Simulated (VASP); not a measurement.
CuSi16 (a cell with a defect): single point with PBEsol

The system is CuSi16 (a cell with a defect).

```
Si Cu
1.0
     0.00000    5.43000    5.43000
     5.43000    0.00000    5.43000
     5.43000    5.43000    0.00000
Si Cu
16 1
Direct
  0.00285 0.98945 0.01156
  0.13889 0.11885 0.12095
  0.00255 0.99003 0.49580
  0.08147 0.13317 0.64269
  0.01331 0.49188 0.99725
  0.13939 0.61431 0.12178
  0.00343 0.50182 0.49690
  0.13840 0.61479 0.62415
  0.51334 0.98830 0.99919
  0.61433 0.12060 0.13831
  0.45396 0.01068 0.51751
  0.61402 0.12058 0.62680
  0.51383 0.49295 0.99986
  0.63999 0.61635 0.12217
  0.51294 0.49301 0.49403
  0.61381 0.63075 0.62769
  0.82397 0.88420 0.39613
```

```json
{
  "Program": "VASP 6.6.1",
  "Task": "single point",
  "Functional": "PBEsol",
  "Potentials or basis": "VASP PAW PBE potentials, release 64 (Si, Cu)",
  "Cutoff": "520 eV",
  "k mesh": "2 × 2 × 2",
  "Occupations": "fermi-dirac, width 0.05 eV",
  "Spin": "no spin polarisation"
}
```

| Property | Result |
| --- | --- |
| Largest force | 0.040 eV/Å |

Forces in eV/Å, atoms in the order of the input:
```
Si   0.003 -0.030  0.001
Si   0.000  0.003  0.001
Si   0.030  0.006  0.001
Si  -0.009  0.003  0.004
Si   0.000 -0.005  0.000
Si   0.002  0.001 -0.003
Si   0.015 -0.008 -0.036
Si  -0.005  0.008  0.005
Si   0.000 -0.001  0.001
Si  -0.008  0.005  0.006
Si   0.008 -0.007 -0.019
Si   0.002  0.006  0.010
Si  -0.004 -0.005 -0.006
Si   0.000 -0.004  0.000
Si   0.001  0.003 -0.002
Si  -0.017  0.012  0.013
Cu  -0.017  0.010  0.022
```

Levels at points of the mesh, in eV from the Fermi level:
| k point | band 35 | band 36 | band 37 | band 38 | band 39 | band 40 |
| --- | --- | --- | --- | --- | --- | --- |
| (0.00, 0.00, 0.00) | -0.74 | -0.21 | -0.21 | 0.18 | 0.47 | 0.47 |
| (0.50, 0.00, 0.00) | -0.93 | -0.75 | -0.75 | 0.29 | 1.15 | 1.19 |
| (0.00, 0.50, 0.00) | -0.86 | -0.80 | -0.74 | 0.51 | 0.96 | 1.15 |
| (0.00, 0.00, 0.50) | -0.87 | -0.80 | -0.71 | 0.51 | 0.95 | 1.15 |
| (0.50, 0.50, 0.50) | -0.86 | -0.80 | -0.72 | 0.51 | 0.95 | 1.15 |
| (0.50, 0.50, 0.00) | -1.45 | -1.43 | -1.01 | 0.57 | 0.93 | 1.91 |
| (0.00, 0.50, 0.50) | -1.46 | -1.42 | -1.01 | 0.58 | 0.93 | 1.91 |
| (0.50, 0.00, 0.50) | -1.46 | -1.42 | -1.02 | 0.58 | 0.93 | 1.91 |

It took 6.2 min on 1 thread of Intel(R) Xeon(R) Platinum 8488C (Sapphire Rapids), on a shared host, peak memory 0.49 GiB.

Caveat: the k points lie up to 0.50 Å⁻¹ apart; the cell carries a net charge on a neutralising background, which shifts energy and pressure; the cell is charged against a uniform background, so pressure and absolute levels hang on convention; the PAW data sets were made with another functional, which shifts forces and pressure a little.
